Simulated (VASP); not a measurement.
SrTiO3, 5 atoms in the cell. Symmetry: Pm-3m, No. 221, cubic system. The conventional cell has a = 3.936 Å, b = 3.936 Å, c = 3.936 Å, α = 90.00°, β = 90.00°, γ = 90.00°. Sr (site symmetry m-3m) has 12 O at 2.78 Å and 8 Ti at 3.41 Å within 3.7 Å. Ti (site symmetry m-3m) has 6 O at 1.97 Å within 2.6 Å. Within 2.6 Å of O (site symmetry 4/mmm) lie 2 Ti at 1.97 Å. 

```yaml
Program: VASP 6.6.1
Task: single point
Functional: PBE
Potentials_or_basis: VASP PAW PBE potentials, release 64 (Sr_sv, Ti_sv, O)
Cutoff: 520 eV
k_mesh: 8 × 8 × 8
Occupations: gaussian, width 0.02 eV
Spin: no spin polarisation
Dipole_correction: no
k_mesh_for_the_DOS: 12 × 12 × 12
Occupations_for_the_DOS: tetrahedron
Further_INCAR_settings: ALGO = Normal; EDIFF = 1e-06
```

Potentials or basis: VASP PAW PBE potentials, release 64 (Sr_sv, Ti_sv, O).

Command:

```sh
$ cat potpaw_PBE.64/Sr_sv/POTCAR potpaw_PBE.64/Ti_sv/POTCAR potpaw_PBE.64/O/POTCAR > POTCAR
$ cp INCAR.step1 INCAR
$ cp KPOINTS.step1 KPOINTS
$ mpirun -np 1 vasp_std > vasp.out
$ cp INCAR.step2 INCAR
$ cp KPOINTS.step2 KPOINTS
$ mpirun -np 1 vasp_std > vasp.out
```

Hardware: 1 thread of AMD EPYC 9R45 96-Core Processor (Zen 5), on a shared host.

Q: Estimate the wall time of this run.

A: Run time: 78 s on 1 thread of AMD EPYC 9R45 96-Core Processor (Zen 5), with other jobs on the host, peak memory 0.22 GiB. Counts: k points 84.
